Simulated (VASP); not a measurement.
# Sn (Fd-3m) in VASP: settings compared

Sn is run at these levels: LDA, PBE; tasks: single point.

Everything below comes from runs of VASP 6.6.1. Logs are shortened: lines on timing, memory, paths and dates and some standing lists are left out, and cuts for length are marked.

## (1) The cell of the first run

It takes space group Fd-3m (No. 227, cubic). Conventional cell: a = 6.467 Å, b = 6.467 Å, c = 6.467 Å, α = 90.00°, β = 90.00°, γ = 90.00°. Within 3.7 Å of Sn (site symmetry -43m) lie 4 Sn at 2.80 Å.

## (2) Single point, LDA

Contents of INCAR:

```
ALGO = Fast
EDIFF = 1E-7
ENCUT = 520
GGA = CA
ISIF = 2
ISMEAR = 1
LASPH = True
LCHARG = False
LREAL = False
LWAVE = False
NBANDS = 21
NELM = 100
PREC = Accurate
SIGMA = 0.1
```

Contents of KPOINTS:

```
k-points
0
Gamma
  6 6 6
```

Contents of POSCAR:

```
Sn
1.0
    0.0000000000      3.2333428000      3.2333428000
    3.2333428000      0.0000000000      3.2333428000
    3.2333428000      3.2333428000      0.0000000000
Sn
2
Direct
    0.7500000000      0.7500000000      0.7500000000
    0.5000000000      0.5000000000      0.5000000000
```

Potentials or basis: VASP PAW LDA potentials, release 64 (Sn_d).

Run with:

```bash
> cat potpaw_LDA.64/Sn_d/POTCAR > POTCAR
> mpirun -np 1 vasp_std > vasp.out
```

OUTCAR:

```text
EDIFF = 1E-7
   ENCUT = 520
   GGA = CA
   ISIF = 2
   ISMEAR = 1
   LASPH = True
   LREAL = False
   NELM = 100
   PREC = Accurate

 ion  position               nearest neighbor table
   1  0.750  0.750  0.750-   2 2.80   2 2.80   2 2.80   2 2.80
   2  0.500  0.500  0.500-   1 2.80   1 2.80   1 2.80   1 2.80

  LATTYP: Found a face centered cubic cell.
 ALAT       =     6.4666856000

  Lattice vectors:

 A1 = (   0.0000000000,   3.2333428000,   3.2333428000)
 A2 = (   3.2333428000,   0.0000000000,   3.2333428000)
 A3 = (   3.2333428000,   3.2333428000,   0.0000000000)

Analysis of symmetry for initial positions (statically):
=====================================================================
 Subroutine PRICEL returns:
 Original cell was already a primitive cell.

 Routine SETGRP: Setting up the symmetry group for a
 face centered cubic supercell.

 Subroutine GETGRP returns: Found 48 space group operations
 (whereof 24 operations were pure point group operations)
 out of a pool of 48 trial point group operations.

The static configuration has the point symmetry T_d .
 The point group associated with its full space group is O_h .

Analysis of symmetry for dynamics (positions and initial velocities):
=====================================================================
 Subroutine PRICEL returns:
 Original cell was already a primitive cell.

 Routine SETGRP: Setting up the symmetry group for a
 face centered cubic supercell.

 Subroutine GETGRP returns: Found 48 space group operations
 (whereof 24 operations were pure point group operations)
 out of a pool of 48 trial point group operations.

The dynamic configuration has the point symmetry T_d .
 The point group associated with its full space group is O_h .

 Subroutine INISYM returns: Found 48 space group operations
 (whereof 24 operations are pure point group operations),
 and found     1 'primitive' translations

----------------------------------------------------------------------------------------

                                     Primitive cell

  volume of cell :      67.6060

  direct lattice vectors                    reciprocal lattice vectors
     0.000000000  3.233342800  3.233342800    -0.154638723  0.154638723  0.154638723
     3.233342800  0.000000000  3.233342800     0.154638723 -0.154638723  0.154638723
     3.233342800  3.233342800  0.000000000     0.154638723  0.154638723 -0.154638723

  length of vectors
     4.572637240  4.572637240  4.572637240     0.267842124  0.267842124  0.267842124

  position of ions in fractional coordinates (direct lattice)
     0.750000000  0.750000000  0.750000000
     0.500000000  0.500000000  0.500000000

  ion indices of the primitive-cell ions
   primitive index   ion index
                 1           1
                 2           2

----------------------------------------------------------------------------------------

 KPOINTS: k-points

Automatic generation of k-mesh.
 Grid dimensions read from file:
 generate k-points for:    6    6    6

 Generating k-lattice:

  Cartesian coordinates                     Fractional coordinates (reciprocal lattice)
    -0.025773120  0.025773120  0.025773120     0.166666667  0.000000000  0.000000000
     0.025773120 -0.025773120  0.025773120     0.000000000  0.166666667  0.000000000
     0.025773120  0.025773120 -0.025773120     0.000000000  0.000000000  0.166666667

  Length of vectors
     0.044640354  0.044640354  0.044640354

  Shift w.r.t. Gamma in fractional coordinates (k-lattice)
     0.000000000  0.000000000  0.000000000

 Subroutine IBZKPT returns following result:
 ===========================================

 Found     16 irreducible k-points:

 Following reciprocal coordinates:
            Coordinates               Weight
  0.000000  0.000000  0.000000      1.000000
  0.166667  0.000000  0.000000      8.000000
  0.333333  0.000000  0.000000      8.000000
  0.500000  0.000000  0.000000      4.000000
  0.166667  0.166667  0.000000      6.000000
  0.333333  0.166667  0.000000     24.000000
[... 8 lines left out ...]
 -0.333333  0.333333  0.166667     24.000000
 -0.333333  0.500000  0.166667     12.000000
   k-points           NKPTS =     16   k-points in BZ     NKDIM =     16   number of bands    NBANDS=     21
   number of dos      NEDOS =    301   number of ions     NIONS =      2
   total plane-waves  NPLWV =  46656
   dimension x,y,z NGX =    36 NGY =   36 NGZ =   36
   dimension x,y,z NGXF=    72 NGYF=   72 NGZF=   72
   ions per type =               2
   NGX,Y,Z   is equivalent  to a cutoff of  13.09, 13.09, 13.09 a.u.
   NGXF,Y,Z  is equivalent  to a cutoff of  26.18, 26.18, 26.18 a.u.
 SYSTEM =  unknown system
   PREC   = accura    normal or accurate (medium, high low for compatibility)
   ISTART =      0    job   : 0-new  1-cont  2-samecut
   ICHARG =      2    charge: 1-file 2-atom 10-const
   ISPIN  =      1    spin polarized calculation?
   LNONCOLLINEAR =      F non collinear calculations
   LSORBIT =      F    spin-orbit coupling
   LASPH  =      T    aspherical Exc in radial PAW
   ENCUT  =  520.0 eV  38.22 Ry    6.18 a.u.   8.50  8.50  8.50*2*pi/ulx,y,z
   NELM   =    100;   NELMIN=  2; NELMDL= -5     # of ELM steps
   EDIFF  = 0.1E-06   stopping-criterion for ELM
   LREAL  =      F    real-space projection
   EDIFFG = 0.1E-05   stopping-criterion for IOM
   NSW    =      0    number of steps for IOM
   IBRION =     -1    ionic relax: 0-MD 1-quasi-New 2-CG
   NFREE  =      0    steps in history (QN), initial steepest desc. (CG)
   ISIF   =      2    stress and relaxation
   ISYM   =      2    0-nonsym 1-usesym 2-fastsym
   POTIM  = 0.5000    time-step for ionic-motion
   TEBEG  =    0.0;   TEEND  =   0.0 temperature during run
   PSTRESS=    0.0 pullay stress
   NELECT =      28.0000    total number of electrons
   NUPDOWN=      -1.0000    fix difference up-down
   EMIN   =  10.00;   EMAX   =-10.00  energy-range for DOS
   EFERMI =   0.00;   METHOD = LEGACY
   ISMEAR =     1;   SIGMA  =   0.10  broadening in eV -4-tet -1-fermi 0-gaus
   EFERMI_NEDOS =   21; number of points for ismear=-14 and -15
   IALGO  =     68    algorithm
   IMIX   =      4    mixing-type and parameters
     AMIX     =   0.40;   BMIX     =  1.00
     AMIX_MAG =   1.60;   BMIX_MAG =  1.00
  volume/ion in A,a.u.               =      33.80       228.11
  Fermi-wavevector in a.u.,A,eV,Ry     =   1.220298  2.306028 20.260793  1.489126
  Thomas-Fermi vector in A             =   2.355520
   LORBIT       =      0    0 simple, 1 ext, 2 COOP (PROOUT), +10 PAW based schemes
   GGA     = CA    functional components
   LHFCALC =     F    Hartree Fock is set to
   AEXX    =    0.0000 exact exchange contribution
   IVDW    =     0    specifies the selected vdW correction
   LEPSILON=     F    determine dielectric tensor
   LRPA    =     F    only Hartree local field effects (RPA)
 non-spin polarized calculation
 RMM-DIIS sequential band-by-band and
 Methfessel and Paxton  Order N= 1 SIGMA  =   0.10
  energy-cutoff  :      520.00
  volume of cell :       67.61
 maximum number of plane-waves:      1853
 NGX is ok and might be reduce to    36
   NGX = 17   NGY = 17   NGZ = 17

 number of electron      28.0000008 magnetization

 Free energy of the ion-electron system (eV)
  ---------------------------------------------------
  ext. energy  EPLUGINS =         0.00000000
  ---------------------------------------------------
  free energy    TOTEN  =        -8.90621857 eV

  energy without entropy =       -8.90612122  energy(sigma->0) =       -8.90618612

 E-fermi :   5.4110     XC(G=0):  -9.2368

 val. band max:        5.4044857032   @ k =   0.5000   0.0000   0.0000
 cond. band min:       5.5730990651   @ k =   0.0000   0.0000   0.0000
 fundamental gap:      0.1686133619
 Fermi energy:         5.4110017355

 k-point     1 :       0.0000    0.0000    0.0000
  band No.  band energies     occupation
      1     -16.1458      2.00000
      2     -16.1458      2.00000
      3     -16.1458      2.00000
      4     -16.0830      2.00000
      5     -16.0830      2.00000
      6     -15.7618      2.00000
[... 13 lines left out ...]
     20      13.5514      0.00000
     21      13.5603      0.00000

 k-point     2 :       0.1667    0.0000    0.0000
  band No.  band energies     occupation
      1     -16.1626      2.00000
      2     -16.1626      2.00000
      3     -16.1392      2.00000
      4     -16.0584      2.00000
      5     -16.0584      2.00000
      6     -15.7923      2.00000
[... 13 lines left out ...]
     20      12.4195      0.00000
     21      12.4195      0.00000

 k-point     3 :       0.3333    0.0000    0.0000
  band No.  band energies     occupation
      1     -16.1789      2.00000
      2     -16.1789      2.00000
      3     -16.1254      2.00000
      4     -16.0292      2.00000
      5     -16.0292      2.00000
      6     -15.8164      2.00000
[... 13 lines left out ...]
     20      12.8414      0.00000
     21      12.8414      0.00000

 k-point     4 :       0.5000    0.0000    0.0000
  band No.  band energies     occupation
      1     -16.1834      2.00000
      2     -16.1834      2.00000
      3     -16.1180      2.00000
      4     -16.0200      2.00000
      5     -16.0200      2.00000
      6     -15.8227      2.00000
[... 13 lines left out ...]
     20      14.2845      0.00000
     21      14.3036      0.00000

 k-point     5 :       0.1667    0.1667    0.0000
  band No.  band energies     occupation
      1     -16.1608      2.00000
      2     -16.1608      2.00000
      3     -16.1550      2.00000
      4     -16.0603      2.00000
      5     -16.0303      2.00000
      6     -15.8415      2.00000
[... 13 lines left out ...]
     20      11.9713      0.00000
     21      13.8567      0.00000

 k-point     6 :       0.3333    0.1667    0.0000
  band No.  band energies     occupation
      1     -16.1896      2.00000
      2     -16.1769      2.00000
      3     -16.1268      2.00000
      4     -16.0299      2.00000
      5     -15.9922      2.00000
      6     -15.8806      2.00000
[... 13 lines left out ...]
     20      13.1124      0.00000
     21      13.8721      0.00000

 k-point     7 :       0.5000    0.1667    0.0000
  band No.  band energies     occupation
      1     -16.2071      2.00000
      2     -16.1887      2.00000
      3     -16.0913      2.00000
      4     -16.0011      2.00000
      5     -15.9893      2.00000
      6     -15.8752      2.00000
[... 13 lines left out ...]
     20      14.1513      0.00000
     21      14.4099      0.00000

 k-point     8 :      -0.3333    0.1667    0.0000
  band No.  band energies     occupation
      1     -16.2026      2.00000
      2     -16.1922      2.00000
      3     -16.0872      2.00000
      4     -16.0180      2.00000
      5     -15.9907      2.00000
      6     -15.8560      2.00000
[... 13 lines left out ...]
     20      12.7244      0.00000
     21      14.1750      0.00000

 k-point     9 :      -0.1667    0.1667    0.0000
  band No.  band energies     occupation
      1     -16.1825      2.00000
      2     -16.1782      2.00000
      3     -16.1204      2.00000
      4     -16.0441      2.00000
      5     -16.0192      2.00000
      6     -15.8345      2.00000
[... 13 lines left out ...]
     20      12.7650      0.00000
     21      13.0073      0.00000

 k-point    10 :       0.3333    0.3333    0.0000
  band No.  band energies     occupation
      1     -16.1872      2.00000
      2     -16.1872      2.00000
      3     -16.1310      2.00000
      4     -15.9984      2.00000
      5     -15.9532      2.00000
      6     -15.9319      2.00000
[... 13 lines left out ...]
     20      14.7815      0.00000
     21      14.7872      0.00000

 k-point    11 :       0.5000    0.3333    0.0000
  band No.  band energies     occupation
      1     -16.2114      2.00000
      2     -16.1963      2.00000
      3     -16.0808      2.00000
      4     -15.9829      2.00000
      5     -15.9596      2.00000
      6     -15.9014      2.00000
[... 13 lines left out ...]
     20      14.8781      0.00000
     21      15.1330      0.00000

 k-point    12 :      -0.3333    0.3333    0.0000
  band No.  band energies     occupation
      1     -16.2234      2.00000
      2     -16.1992      2.00000
      3     -16.0585      2.00000
      4     -15.9538      2.00000
      5     -15.9450      2.00000
      6     -15.9238      2.00000
[... 13 lines left out ...]
     20      12.8837      0.00000
     21      16.1201      0.00000

 k-point    13 :       0.5000    0.5000    0.0000
  band No.  band energies     occupation
      1     -16.1990      2.00000
      2     -16.1990      2.00000
      3     -16.0590      2.00000
      4     -16.0590      2.00000
      5     -15.9148      2.00000
      6     -15.9148      2.00000
[... 13 lines left out ...]
     20      14.7511      0.00000
     21      15.9507      0.00000

 k-point    14 :       0.5000    0.3333    0.1667
  band No.  band energies     occupation
      1     -16.2055      2.00000
      2     -16.1996      2.00000
      3     -16.0838      2.00000
      4     -15.9991      2.00000
      5     -15.9504      2.00000
      6     -15.9222      2.00000
[... 13 lines left out ...]
     20      13.5153      0.00000
     21      15.2566      0.00000

 k-point    15 :      -0.3333    0.3333    0.1667
  band No.  band energies     occupation
      1     -16.2198      2.00000
      2     -16.2046      2.00000
      3     -16.0498      2.00000
      4     -15.9716      2.00000
      5     -15.9405      2.00000
      6     -15.9273      2.00000
[... 13 lines left out ...]
     20      14.8338      0.00000
     21      15.1524      0.00000

 k-point    16 :      -0.3333    0.5000    0.1667
  band No.  band energies     occupation
      1     -16.2134      2.00000
      2     -16.2134      2.00000
      3     -16.0172      2.00000
      4     -16.0172      2.00000
      5     -15.9195      2.00000
      6     -15.9195      2.00000
[... 13 lines left out ...]
     20      14.5463      0.00000
     21      15.7547      0.00000

------------------------ aborting loop because EDIFF is reached ----------------------------------------

  FORCE on cell =-STRESS in cart. coord.  units (eV):
  Direction    XX          YY          ZZ          XY          YZ          ZX
  --------------------------------------------------------------------------------------
  -------------------------------------------------------------------------------------
  Total        0.0843430      0.0843430      0.0843430      0.0000000      0.0000000     -0.0000000
  in kB        1.9988237      1.9988237      1.9988237      0.0000000      0.0000000     -0.0000000
  external PRESSURE =       1.9988237 kB  Pullay stress =       0.0000000 kB

 VOLUME and BASIS-vectors are now :
 -----------------------------------------------------------------------------
  energy-cutoff  :      520.00
  volume of cell :       67.61
      direct lattice vectors                 reciprocal lattice vectors
     0.000000000  3.233342800  3.233342800    -0.154638723  0.154638723  0.154638723
     3.233342800  0.000000000  3.233342800     0.154638723 -0.154638723  0.154638723
     3.233342800  3.233342800  0.000000000     0.154638723  0.154638723 -0.154638723

 POSITION                                       TOTAL-FORCE (eV/Angst)
 -----------------------------------------------------------------------------------
      4.85001      4.85001      4.85001        -0.000000     -0.000000     -0.000000
      3.23334      3.23334      3.23334         0.000000      0.000000      0.000000
 -----------------------------------------------------------------------------------
    total drift:                                0.000000      0.000000      0.000000

  FREE ENERGIE OF THE ION-ELECTRON SYSTEM (eV)
  ---------------------------------------------------
  free  energy   TOTEN  =        -8.9062185695 eV

  energy  without entropy=       -8.9061212203  energy(sigma->0) =       -8.90618612
```

Run time: 49 s. Hardware: 1 thread of Intel Xeon 8259CL, shared host; peak memory 0.17 GiB.

What came out:

* Free energy: -8.9062 eV
* Pressure: 0.2 GPa
* Band gap on the k mesh: zero (band 14 reaches 5.57 eV, above the bottom of band 15 at 5.40 eV)

Caveat: spin-orbit coupling is left out, which moves the levels of the heavy elements.

## (3) Single point, PBE

Contents of INCAR:

```
  PREC = Accurate
  ENCUT = 520
  EDIFF = 1E-7
  ISMEAR = 1
  SIGMA = 0.05
  LREAL = False
  LASPH = True
  NELM = 60
  ALGO = Fast
  ISIF = 2
  LWAVE = False
  LCHARG = False
  GGA = PE
  NBANDS = 21
```

Contents of KPOINTS:

```
regular mesh
0
Gamma
  7 7 7
```

POSCAR is that of step 2.

Potentials or basis: VASP PAW PBE potentials, release 64 (Sn_d).

Run with:

```bash
> cat potpaw_PBE.64/Sn_d/POTCAR > POTCAR
> mpirun -np 1 vasp_std > vasp.out
```

It took 53 s on 1 thread of Intel Xeon 8259CL, shared host; peak memory 0.2 GiB.

Results (log left out):

```
Free energy            : -7.6098 eV
Pressure               : 3.8 GPa
Band gap on the k mesh : zero (band 14 reaches 5.84 eV, above the bottom of band 15 at 5.80 eV)
```

Levels at points of the mesh, in eV from the Fermi level:
| k point | band 10 | band 11 | band 12 | band 13 | band 14 | band 15 | band 16 | band 17 | band 18 | band 19 |
| --- | --- | --- | --- | --- | --- | --- | --- | --- | --- | --- |
| (0.00, 0.00, 0.00) | -21.35 | -10.71 | -0.59 | 0.05 | 0.05 | 0.05 | 2.13 | 2.13 | 2.13 | 5.00 |

Caveat: spin-orbit coupling is left out, which moves the levels of the heavy elements.

(Continued in part 2 of 2.)
